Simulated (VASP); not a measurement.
Write the native input for VASP 6.6.1 that does the following.

* Task: single point
* Functional: PBEsol
* Potentials or basis: VASP PAW PBE potentials, release 64 (Fe_sv)
* Cutoff: 690 eV
* k mesh: 12 × 12 × 7
* Occupations: fermi-dirac, width 0.05 eV
* Spin: no spin polarisation
* Dipole correction: no
* Further INCAR settings: ALGO = Normal; EDIFF = 1e-06; NBANDS = 23

The structure of Fe lies in POSCAR:

```
Fe
1.0
    2.4341575853      0.0000000000      0.0000000000
   -1.2170787927      2.1080423057      0.0000000000
    0.0000000000      0.0000000000      3.8419344700
Fe
2
Direct
    0.6666666667      0.3333333333      0.7500000000
    0.3333333333      0.6666666667      0.2500000000
```

This isn't the form of Fe at room conditions, which is bcc.

The input as run:

INCAR

```
PREC = Accurate
ENCUT = 690
EDIFF = 1E-6
ISMEAR = -1
SIGMA = 0.05
LREAL = F
LASPH = T
NELM = 120
ALGO = Normal
ISIF = 2
LWAVE = F
LCHARG = F
GGA = PS
NBANDS = 23
GGA_COMPAT = F
```

KPOINTS

```
regular mesh
0
Gamma
  12 12 7
```

Potentials or basis: VASP PAW PBE potentials, release 64 (Fe_sv).

Launch:

```bash
$ cat potpaw_PBE.64/Fe_sv/POTCAR > POTCAR
$ mpirun -np 1 vasp_std > vasp.out
```

It gave:

The pressure is -3.4 GPa and the band gap on the k mesh is zero (bands 16 and 17 overlap by 1.87 eV).

Caveat: the cell stands under tension; the PAW data sets were made with another functional, which shifts forces and pressure a little; the run has no spin polarisation, though such a crystal can be magnetic.

Wall time 24 s on 1 thread of AMD EPYC 9R45 (Zen 5), with other jobs on the host, peak memory 0.14 GiB.
